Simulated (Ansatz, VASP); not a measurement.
Two plane-wave programs on TiB2

INCAR

```
SYSTEM = TiB2
  ALGO = Normal
  EDIFF = 1E-6
  EDIFFG = -0.002
  ENCUT = 600
  GGA = PS
  IBRION = 2
  ISIF = 3
  ISMEAR = 0
  LASPH = .True.
  LCHARG = .False.
  LREAL = .False.
  LWAVE = .False.
  NELM = 60
  NSW = 100
  PREC = Accurate
  SIGMA = 0.1
```

The input KPOINTS:

```
k-points
0
Gamma
  15 15 12
  0 0 0
```

File POSCAR:

```
TiB2
1.0
    3.0259273100      0.0000000000      0.0000000000
   -1.5129636600      2.6205299200      0.0000000000
    0.0000000000      0.0000000000      3.2287677100
Ti B
1 2
Direct
    0.0000000000      0.0000000000      0.0000000000
    0.3333333300      0.6666666700      0.5000000000
    0.6666666700      0.3333333300      0.5000000000
```

Input for Ansatz:

```yaml
crystal:
  lattice:
    - [3.02592731, 0.0, 0.0]
    - [-1.51296366, 2.62052992, 0.0]
    - [0.0, 0.0, 3.22876771]
  atoms:
    - { symbol: Ti, position: [0.0, 0.0, 0.0] }
    - { symbol: B, position: [0.33333333, 0.66666667, 0.5] }
    - { symbol: B, position: [0.66666667, 0.33333333, 0.5] }
basis:
  ecutwfc: 420
kpoints:
  mp_grid: { grid: [15, 15, 12] }
hamiltonian:
  xc: pbesol
  pseudopotentials: { kind: paw, azcp: { folder: soft_1 } }
scf:
  occupations: { method: gaussian, width: 0.1 }
output:
  forces: true
  stress: true
  eigenvalues: true
  write_density: true
  write_potential: true
  elf: true
  volumetric_format: npy
relax:
  adjacent_minimum: "off"
  f_tol: 0.002
  max_steps: 80
  cell: { stress_tol: 0.02 }
```

Alike in both runs: task relaxation of cell and atoms; functional PBEsol; k mesh 15 × 15 × 12; occupations gaussian, width 0.1 eV; no spin polarisation.

```csv
,VASP,Ansatz
version,VASP 6.6.1,Ansatz 0.2.0
potentials or method,"VASP PAW PBE potentials, release 64 (Ti_sv, B), cutoff 600 eV","scalar-relativistic, plane waves, PAW"
valence electrons in the cell,18,18
```

|  | VASP | Ansatz | Ansatz less VASP |
| --- | --- | --- | --- |
| gap on the k mesh at the Fermi level, each at its own relaxed structure (eV) | none | none | - |
| relaxed volume (Å³/atom) | 8.38 | 8.37 | -0.011 |
| relaxed cell length with the largest relative difference (Å) | 3.019 | 3.017 | -0.0014 |

VASP's potentials were made for PBE, not for PBEsol, and Ansatz warns of the same on its side. A gap of «none» marks a metal or a gap that the smearing closes.
